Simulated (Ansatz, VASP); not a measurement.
## Two plane-wave programs on ZnS

POSCAR

```
ZnS
1.0
    0.0000000000      2.6540954973      2.6945131952
    2.6540954973      0.0000000000      2.6945131952
    2.6540954973      2.6540954973      0.0000000000
Zn S
1 1
Direct
    0.0000000000      0.0000000000      0.0000000000
    0.7500000000      0.7500000000      0.7500000000
```

The input INCAR.step1:

```
SYSTEM = ZnS
ALGO = Normal ; EDIFF = 1E-4
ENCUT = 520 ; GGA = PE
ISMEAR = 0 ; LASPH = .TRUE.
LCHARG = .FALSE. ; LREAL = .FALSE.
LWAVE = .TRUE. ; NBANDS = 16
NELM = 100 ; PREC = Accurate
SIGMA = 0.05
```

INCAR.step2

```
SYSTEM = ZnS
ALGO = Normal ; EDIFF = 1E-6
ENCUT = 520 ; ISIF = 2
ISMEAR = 0 ; ISTART = 1
LASPH = .TRUE. ; LCHARG = .FALSE.
LMIXTAU = .TRUE. ; LREAL = .FALSE.
LWAVE = .FALSE. ; METAGGA = R2SCAN
NBANDS = 16 ; NELM = 100
PREC = Accurate ; SIGMA = 0.05
```

The input KPOINTS:

```
k-points
0
G
  8 8 8
  0 0 0
```

Input for Ansatz:

```yaml
crystal:
  lattice:
    - [0.0, 2.6540954973, 2.6945131952]
    - [2.6540954973, 0.0, 2.6945131952]
    - [2.6540954973, 2.6540954973, 0.0]
  atoms:
    - { symbol: Zn, position: [0.0, 0.0, 0.0] }
    - { symbol: S, position: [0.75, 0.75, 0.75] }
basis:
  ecutwfc: 500
kpoints:
  mp_grid: { grid: [8, 8, 8] }
hamiltonian:
  xc: r2scan
scf:
  occupations: { method: gaussian, width: 0.05 }
output:
  forces: true
  stress: true
  eigenvalues: true
```

Change from the starting cell: strain -0.015 along x and y, +0.000 along z, atoms carried along.

Alike in both runs: task single point; functional r2SCAN; k mesh 8 × 8 × 8; occupations gaussian, width 0.05 eV; no spin polarisation.

```csv
,VASP,Ansatz
version,VASP 6.6.1,Ansatz 0.2.0
potentials or method,"VASP PAW PBE potentials, release 64 (Zn, S), cutoff 520 eV","scalar-relativistic, plane waves, PAW"
valence electrons in the cell,18,18
```

Ansatz gave:

```
gap on the k mesh at the Fermi level (eV)                     : 2.82
least direct gap on the mesh (eV)                             : 2.82
pressure (GPa)                                                : 2.5
traceless stress, the component that is largest in VASP (GPa) : -0.44
```

Problem. Which values does VASP return?

Solution. gap on the k mesh at the Fermi level (eV): 2.84; least direct gap on the mesh (eV): 2.84; pressure (GPa): 2.6; traceless stress, the component that is largest in VASP (GPa): -0.42.

VASP's potentials were made for PBE, not for r2SCAN. The functional is the same, so the differences come from potentials, cutoffs and numerics.
